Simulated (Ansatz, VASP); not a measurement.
# Sb: VASP beside Ansatz

POSCAR

```
Sb
1.0
   -1.5948718800      1.5512544700      2.7276667100
    1.5472171300     -1.5649253900      2.7079107700
    1.6154168300      1.5854703400     -2.7356140700
Sb
1
Direct
    0.0000000000      0.0000000000      0.0000000000
```

Contents of INCAR.step1:

```
SYSTEM = Sb
PREC     = Accurate       ! precision mode
ENCUT    = 520            ! plane-wave cutoff, eV
EDIFF    = 1E-5           ! SCF threshold, eV
ISMEAR   = -1             ! smearing method
SIGMA    = 0.05           ! smearing width, eV
LREAL    = .FALSE.        ! projectors in reciprocal space
LASPH    = .TRUE.         ! aspherical terms in the spheres
NELM     = 60             ! most SCF steps
ALGO     = Normal         ! electronic algorithm
ISIF     = 2              ! what is computed and relaxed
LWAVE    = .TRUE.         ! write WAVECAR
NBANDS   = 8              ! bands
GGA      = PE             ! functional
```

Contents of INCAR.step2:

```
SYSTEM = Sb
PREC     = Accurate       ! precision mode
ENCUT    = 520            ! plane-wave cutoff, eV
EDIFF    = 1E-6           ! SCF threshold, eV
ISMEAR   = -1             ! smearing method
SIGMA    = 0.05           ! smearing width, eV
LREAL    = .FALSE.        ! projectors in reciprocal space
LASPH    = .TRUE.         ! aspherical terms in the spheres
NELM     = 60             ! most SCF steps
ALGO     = Normal         ! electronic algorithm
ISIF     = 2              ! what is computed and relaxed
LWAVE    = .FALSE.        ! write WAVECAR
LCHARG   = .TRUE.         ! write CHGCAR
GGA      = PE             ! functional
LHFCALC  = .TRUE.         ! exact exchange
AEXX     = 0.25           ! exact-exchange fraction
HFSCREEN = 0.3            ! screening, 1/A
PRECFOCK = Normal       
LELF     = .TRUE.         ! ELF
LVHAR    = .TRUE.       
NBANDS   = 8              ! bands
ISTART   = 1
```

KPOINTS

```
regular mesh
0
G
  5 5 6
  0 0 0
```

The input input:

```
crystal:
  lattice:
    - [-1.59487188, 1.55125447, 2.72766671]
    - [1.54721713, -1.56492539, 2.70791077]
    - [1.61541683, 1.58547034, -2.73561407]
  atoms:
    - { symbol: Sb, position: [0.0, 0.0, 0.0] }
hamiltonian:
  xc: { exchange: pbe, correlation: pbe, exx: { coeff: 0.25, omega: 0.3 } }
  pseudopotentials: { kind: paw }
kpoints:
  mp_grid: { grid: [5, 5, 6] }
  band_path:
    path:
      - [[0.5, 0.0, 0.0], [0.0, 0.0, 0.0], [-0.5, 0.0, 0.5]]
      - [[0.0, 0.0, 0.5], [0.0, 0.0, 0.0], [0.0, -0.5, 0.0]]
      - [[0.5, -0.5, 0.0], [0.0, 0.0, 0.0], [-0.5, -0.5, 0.5]]
      - [[0.0, -0.5, 0.5], [0.0, 0.0, 0.0]]
    npoints: 4
scf:
  occupations: { method: fermi_dirac, width: 0.05 }
  n_extra_bands: 6
output:
  forces: true
  stress: true
  eigenvalues: true
  fatbands: false
  write_density: true
  write_potential: true
  elf: true
  volumetric_format: npy
```

Change from the starting cell: cell sheared at random, sigma 0.01, atoms nudged by 0.01 Å.

Alike in both runs: functional PBE-based screened hybrid; k mesh 5 × 5 × 6; occupations fermi-dirac, width 0.05 eV; no spin polarisation.

```csv
,VASP,Ansatz
version,VASP 6.6.1,Ansatz 0.2.0
potentials or method,"VASP PAW PBE potentials, release 64 (Sb)",Ansatz PAW
plane-wave cutoff (eV),520,420
valence electrons in the cell,5,15
task,single point,band structure
```

Ansatz gave:

* gap on the k mesh at the Fermi level (eV): none
* pressure (GPa): 0.2
* traceless stress, the component that is largest in VASP (GPa): 2.89

Q: Estimate VASP's values.

A: gap on the k mesh at the Fermi level (eV): none; pressure (GPa): -0.9; traceless stress, the component that is largest in VASP (GPa): 3.19.

VASP's potentials were made for PBE, not for PBE-based screened hybrid. A gap of «none» marks a metal or a gap that the smearing closes. VASP's potentials hold 5 valence electrons a cell and Ansatz's 15, so a difference there can come from the potentials and not from the codes.

The k mesh is coarse, so the values compare programs but aren't converged. Spin-orbit coupling is off throughout.
